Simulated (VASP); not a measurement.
# Pb (Fm-3m) in VASP: further runs

The runs below take Pb through single point, relaxation of volume and atoms at fixed shape, with PBEsol.

Everything below comes from runs of VASP 6.6.1. Logs are shortened: lines on timing, memory, paths and dates and some standing lists are left out, and cuts for length are marked.

### Step 1. The cell of the first run

Symmetry: Fm-3m, No. 225, cubic system. The conventional cell has a = 4.964 Å, b = 4.964 Å, c = 4.964 Å, α = 90.00°, β = 90.00°, γ = 90.00°. Within 4.6 Å of Pb (site symmetry m-3m) lie 12 Pb at 3.51 Å.

### Step 2. Single point, PBEsol

Contents of INCAR:

```
PREC = Accurate ; ENCUT = 520
EDIFF = 1E-6 ; ISMEAR = 0
SIGMA = 0.05 ; LREAL = False
LASPH = True ; NELM = 80
ALGO = Normal ; ISIF = 2
LWAVE = False ; LCHARG = False
GGA = PS ; NBANDS = 13
```

Contents of KPOINTS:

```
Automatic mesh
0
Gamma
  6 6 6
```

Contents of POSCAR:

```
Pb
1.0
    0.0000000000      2.4818579831      2.4818579831
    2.4818579831      0.0000000000      2.4818579831
    2.4818579831      2.4818579831      0.0000000000
Pb
1
Direct
    0.0000000000      0.0000000000      0.0000000000
```

Potentials or basis: VASP PAW PBE potentials, release 64 (Pb_d).

Started as:

```bash
$ cat potpaw_PBE.64/Pb_d/POTCAR > POTCAR
$ mpirun -np 1 vasp_std > vasp.out
```

OUTCAR:

```text
PREC = Accurate
   ENCUT = 520
   EDIFF = 1E-6
   ISMEAR = 0
   LREAL = False
   LASPH = True
   NELM = 80
   ISIF = 2
   GGA = PS

 ion  position               nearest neighbor table
   1  0.000  0.000  0.000-

  LATTYP: Found a face centered cubic cell.
 ALAT       =     4.9637159662

  Lattice vectors:

 A1 = (   0.0000000000,   2.4818579831,   2.4818579831)
 A2 = (   2.4818579831,   0.0000000000,   2.4818579831)
 A3 = (   2.4818579831,   2.4818579831,   0.0000000000)

Analysis of symmetry for initial positions (statically):
=====================================================================
 Subroutine PRICEL returns:
 Original cell was already a primitive cell.

 Routine SETGRP: Setting up the symmetry group for a
 face centered cubic supercell.

 Subroutine GETGRP returns: Found 48 space group operations
 (whereof 48 operations were pure point group operations)
 out of a pool of 48 trial point group operations.

The static configuration has the point symmetry O_h .

Analysis of symmetry for dynamics (positions and initial velocities):
=====================================================================
 Subroutine PRICEL returns:
 Original cell was already a primitive cell.

 Routine SETGRP: Setting up the symmetry group for a
 face centered cubic supercell.

 Subroutine GETGRP returns: Found 48 space group operations
 (whereof 48 operations were pure point group operations)
 out of a pool of 48 trial point group operations.

The dynamic configuration has the point symmetry O_h .

 Subroutine INISYM returns: Found 48 space group operations
 (whereof 48 operations are pure point group operations),
 and found     1 'primitive' translations

----------------------------------------------------------------------------------------

                                     Primitive cell

  volume of cell :      30.5746

  direct lattice vectors                    reciprocal lattice vectors
     0.000000000  2.481857983  2.481857983    -0.201461971  0.201461971  0.201461971
     2.481857983  0.000000000  2.481857983     0.201461971 -0.201461971  0.201461971
     2.481857983  2.481857983  0.000000000     0.201461971  0.201461971 -0.201461971

  length of vectors
     3.509877220  3.509877220  3.509877220     0.348942369  0.348942369  0.348942369

  position of ions in fractional coordinates (direct lattice)
     0.000000000  0.000000000  0.000000000

  ion indices of the primitive-cell ions
   primitive index   ion index
                 1           1

----------------------------------------------------------------------------------------

 KPOINTS: Automatic mesh

Automatic generation of k-mesh.
 Grid dimensions read from file:
 generate k-points for:    6    6    6

 Generating k-lattice:

  Cartesian coordinates                     Fractional coordinates (reciprocal lattice)
    -0.033576995  0.033576995  0.033576995     0.166666667  0.000000000  0.000000000
     0.033576995 -0.033576995  0.033576995     0.000000000  0.166666667  0.000000000
     0.033576995  0.033576995 -0.033576995     0.000000000  0.000000000  0.166666667

  Length of vectors
     0.058157061  0.058157061  0.058157061

  Shift w.r.t. Gamma in fractional coordinates (k-lattice)
     0.000000000  0.000000000  0.000000000

 Subroutine IBZKPT returns following result:
 ===========================================

 Found     16 irreducible k-points:

 Following reciprocal coordinates:
            Coordinates               Weight
  0.000000  0.000000  0.000000      1.000000
  0.166667  0.000000  0.000000      8.000000
  0.333333  0.000000  0.000000      8.000000
  0.500000  0.000000  0.000000      4.000000
  0.166667  0.166667  0.000000      6.000000
  0.333333  0.166667  0.000000     24.000000
[... 8 lines left out ...]
 -0.333333  0.333333  0.166667     24.000000
 -0.333333  0.500000  0.166667     12.000000
   k-points           NKPTS =     16   k-points in BZ     NKDIM =     16   number of bands    NBANDS=     13
   number of dos      NEDOS =    301   number of ions     NIONS =      1
   total plane-waves  NPLWV =  21952
   dimension x,y,z NGX =    28 NGY =   28 NGZ =   28
   dimension x,y,z NGXF=    56 NGYF=   56 NGZF=   56
   ions per type =               1
   NGX,Y,Z   is equivalent  to a cutoff of  13.26, 13.26, 13.26 a.u.
   NGXF,Y,Z  is equivalent  to a cutoff of  26.52, 26.52, 26.52 a.u.
 SYSTEM =  unknown system
   PREC   = accura    normal or accurate (medium, high low for compatibility)
   ISTART =      0    job   : 0-new  1-cont  2-samecut
   ICHARG =      2    charge: 1-file 2-atom 10-const
   ISPIN  =      1    spin polarized calculation?
   LNONCOLLINEAR =      F non collinear calculations
   LSORBIT =      F    spin-orbit coupling
   LASPH  =      T    aspherical Exc in radial PAW
   ENCUT  =  520.0 eV  38.22 Ry    6.18 a.u.   6.53  6.53  6.53*2*pi/ulx,y,z
   NELM   =     80;   NELMIN=  2; NELMDL= -5     # of ELM steps
   EDIFF  = 0.1E-05   stopping-criterion for ELM
   LREAL  =      F    real-space projection
   EDIFFG = 0.1E-04   stopping-criterion for IOM
   NSW    =      0    number of steps for IOM
   IBRION =     -1    ionic relax: 0-MD 1-quasi-New 2-CG
   NFREE  =      0    steps in history (QN), initial steepest desc. (CG)
   ISIF   =      2    stress and relaxation
   ISYM   =      2    0-nonsym 1-usesym 2-fastsym
   POTIM  = 0.5000    time-step for ionic-motion
   TEBEG  =    0.0;   TEEND  =   0.0 temperature during run
   PSTRESS=    0.0 pullay stress
   NELECT =      14.0000    total number of electrons
   NUPDOWN=      -1.0000    fix difference up-down
   EMIN   =  10.00;   EMAX   =-10.00  energy-range for DOS
   EFERMI =   0.00;   METHOD = LEGACY
   ISMEAR =     0;   SIGMA  =   0.05  broadening in eV -4-tet -1-fermi 0-gaus
   EFERMI_NEDOS =   21; number of points for ismear=-14 and -15
   IALGO  =     38    algorithm
   IMIX   =      4    mixing-type and parameters
     AMIX     =   0.40;   BMIX     =  1.00
     AMIX_MAG =   1.60;   BMIX_MAG =  1.00
  volume/ion in A,a.u.               =      30.57       206.33
  Fermi-wavevector in a.u.,A,eV,Ry     =   1.261820  2.384493 21.663041  1.592189
  Thomas-Fermi vector in A             =   2.395259
   LORBIT       =      0    0 simple, 1 ext, 2 COOP (PROOUT), +10 PAW based schemes
   GGA     = PS    functional components
   LHFCALC =     F    Hartree Fock is set to
   AEXX    =    0.0000 exact exchange contribution
   IVDW    =     0    specifies the selected vdW correction
   LEPSILON=     F    determine dielectric tensor
   LRPA    =     F    only Hartree local field effects (RPA)
 non-spin polarized calculation
 Gauss-broadening in eV      SIGMA  =   0.05
  energy-cutoff  :      520.00
  volume of cell :       30.57
 maximum number of plane-waves:       869
 NGX is ok and might be reduce to    28
   NGX = 13   NGY = 13   NGZ = 13

 number of electron      14.0000000 magnetization

 Free energy of the ion-electron system (eV)
  ---------------------------------------------------
  ext. energy  EPLUGINS =         0.00000000
  ---------------------------------------------------
  free energy    TOTEN  =        -3.89720390 eV

  energy without entropy =       -3.89558569  energy(sigma->0) =       -3.89639479

 E-fermi :   7.1549     XC(G=0): -10.2940

 val. band max:        7.0098060257   @ k =  -0.3333   0.3333   0.1667
 cond. band min:       7.1955375754   @ k =   0.3333   0.1667   0.0000
 fundamental gap:      0.1857315497
 Fermi energy:         7.1548700866

 k-point     1 :       0.0000    0.0000    0.0000
  band No.  band energies     occupation
      1      -9.9484      2.00000
      2      -9.9484      2.00000
      3      -9.9484      2.00000
      4      -9.8140      2.00000
      5      -9.8140      2.00000
      6      -4.6931      2.00000
      7      14.3636      0.00000
      8      14.3636      0.00000
      9      14.3636      0.00000
     10      16.7773      0.00000
     11      18.2300      0.00000
     12      19.4335      0.00000
     13      19.4335      0.00000

 k-point     2 :       0.1667    0.0000    0.0000
  band No.  band energies     occupation
      1      -9.9506      2.00000
      2      -9.9195      2.00000
      3      -9.9195      2.00000
      4      -9.8080      2.00000
      5      -9.8080      2.00000
      6      -4.1622      2.00000
      7      10.2758      0.00000
      8      13.8021      0.00000
      9      13.8021      0.00000
     10      16.1590      0.00000
     11      19.5740      0.00000
     12      20.0931      0.00000
     13      20.1054      0.00000

 k-point     3 :       0.3333    0.0000    0.0000
  band No.  band energies     occupation
      1      -9.9652      2.00000
      2      -9.9242      2.00000
      3      -9.9242      2.00000
      4      -9.7315      2.00000
      5      -9.7315      2.00000
      6      -2.6207      2.00000
      7       5.4773      2.00000
      8      12.9245      0.00000
      9      12.9245      0.00000
     10      15.9068      0.00000
     11      17.5288      0.00000
     12      18.6722      0.00000
     13      18.6722      0.00000
[... 177 lines left out ...]
 k-point    15 :      -0.3333    0.3333    0.1667
  band No.  band energies     occupation
      1      -9.9547      2.00000
      2      -9.9121      2.00000
      3      -9.8223      2.00000
      4      -9.7853      2.00000
      5      -9.6765      2.00000
      6      -0.1392      2.00000
      7       4.4100      2.00000
      8       7.0098      1.99996
      9       9.0208      0.00000
     10      16.3618      0.00000
     11      18.2966      0.00000
     12      21.1616      0.00000
     13      21.1916      0.00000

 k-point    16 :      -0.3333    0.5000    0.1667
  band No.  band energies     occupation
      1     -10.0019      2.00000
      2      -9.9669      2.00000
      3      -9.7695      2.00000
      4      -9.7430      2.00000
      5      -9.6434      2.00000
      6       0.3613      2.00000
      7       4.6331      2.00000
      8       6.9431      2.00000
      9       7.5905      0.00000
     10      15.7544      0.00000
     11      16.6671      0.00000
     12      21.7871      0.00000
     13      22.1277      0.00000

------------------------ aborting loop because EDIFF is reached ----------------------------------------

  FORCE on cell =-STRESS in cart. coord.  units (eV):
  Direction    XX          YY          ZZ          XY          YZ          ZX
  --------------------------------------------------------------------------------------
  -------------------------------------------------------------------------------------
  Total       -0.0253331     -0.0253331     -0.0253331      0.0000000     -0.0000000      0.0000000
  in kB       -1.3275101     -1.3275101     -1.3275101      0.0000000     -0.0000000      0.0000000
  external PRESSURE =      -1.3275101 kB  Pullay stress =       0.0000000 kB

 VOLUME and BASIS-vectors are now :
 -----------------------------------------------------------------------------
  energy-cutoff  :      520.00
  volume of cell :       30.57
      direct lattice vectors                 reciprocal lattice vectors
     0.000000000  2.481857983  2.481857983    -0.201461971  0.201461971  0.201461971
     2.481857983  0.000000000  2.481857983     0.201461971 -0.201461971  0.201461971
     2.481857983  2.481857983  0.000000000     0.201461971  0.201461971 -0.201461971

 POSITION                                       TOTAL-FORCE (eV/Angst)
 -----------------------------------------------------------------------------------
      0.00000      0.00000      0.00000         0.000000      0.000000      0.000000
 -----------------------------------------------------------------------------------
    total drift:                               -0.000000     -0.000000     -0.000000

  FREE ENERGIE OF THE ION-ELECTRON SYSTEM (eV)
  ---------------------------------------------------
  free  energy   TOTEN  =        -3.8972039021 eV

  energy  without entropy=       -3.8955856865  energy(sigma->0) =       -3.89639479
```

It took 4.4 s on 1 thread of AMD EPYC 9R45 (Zen 5), shared host; peak memory 0.12 GiB.

Results:

```yaml
Free_energy: -3.8972 eV
Pressure: -0.1 GPa
Band_gap_on_the_k_mesh: zero (bands 7 and 8 overlap by 8.88 eV)
```

Caveat: the k points lie up to 0.37 Å⁻¹ apart, too coarse for converged energies and pressures of a metal; the PAW data sets were made with another functional, which shifts forces and pressure a little; spin-orbit coupling is left out, which moves the levels of the heavy elements.

### Step 3. Relaxation of volume and atoms at fixed shape, PBEsol

This run uses another cell than the first one, of 30.32 Å³/atom.

Contents of INCAR:

```
ALGO = Normal
EDIFF = 1E-6
EDIFFG = -0.01
ENCUT = 600
GGA = PS
IBRION = 2
ISIF = 8
ISMEAR = 0
LASPH = T
LCHARG = F
LREAL = F
LWAVE = F
NELM = 80
NSW = 80
PREC = Accurate
SIGMA = 0.05
```

Contents of KPOINTS:

```
k-points
0
Gamma
  6 6 6
```

Contents of POSCAR:

```
Pb
1.0
    0.0000000000      2.4750200000      2.4750200000
    2.4750200000      0.0000000000      2.4750200000
    2.4750200000      2.4750200000      0.0000000000
Pb
1
Direct
    0.0000000000      0.0000000000      0.0000000000
```

Potentials or basis: VASP PAW PBE potentials, release 64 (Pb_d).

Started as:

```bash
$ cat potpaw_PBE.64/Pb_d/POTCAR > POTCAR
$ mpirun -np 1 vasp_std > vasp.out
```

It took 9.6 s on 1 thread of AMD EPYC 9R45 (Zen 5), shared host; peak memory 0.13 GiB.

Results (log left out):

```
Free energy                           : -3.8973 eV
Relaxed volume                        : 30.54 Å³/atom
Relaxed cell                          : a = 3.508 Å, b = 3.508 Å, c = 3.508 Å, α = 60.00°, β = 60.00°, γ = 60.00°
Space group after relaxing (to 0.1 Å) : Fm-3m (No. 225)
Energy gained by relaxing             : 0.2 meV/atom
Ionic steps                           : 3
Pressure after relaxing               : 0.0 GPa
Band gap on the k mesh                : zero (bands 7 and 8 overlap by 8.90 eV)
```

The path:
```
step  energy change (eV)  largest force (eV/Å)  pressure (GPa)  volume (Å³)
   1              0.0000                0.0000            0.35        30.32
   2             -0.0002                0.0000           -0.12        30.62
   3             -0.0002                0.0000            0.00        30.54
```

Final structure:
```yaml
crystal:
  lattice:
    - [0.00000, 2.48087, 2.48087]
    - [2.48087, 0.00000, 2.48087]
    - [2.48087, 2.48087, 0.00000]
  atoms:
    - { symbol: Pb, position: [0.00000, 0.00000, 0.00000] }
```

Levels at points of the mesh, in eV from the Fermi level:
| k point | band 5 | band 6 | band 7 | band 8 | band 9 | band 10 |
| --- | --- | --- | --- | --- | --- | --- |
| (0.00, 0.00, 0.00) | -16.97 | -11.86 | 7.22 | 7.22 | 7.22 | 9.62 |
| (0.50, 0.00, 0.00) | -16.84 | -8.27 | -4.33 | 5.40 | 5.40 | 9.08 |
| (0.50, 0.50, 0.00) | -16.80 | -6.87 | -3.40 | 1.89 | 1.89 | 5.20 |

Caveat: the k points lie up to 0.37 Å⁻¹ apart in the final cell, too coarse for converged energies and pressures of a metal; the PAW data sets were made with another functional, which shifts forces and pressure a little; spin-orbit coupling is left out, which moves the levels of the heavy elements.
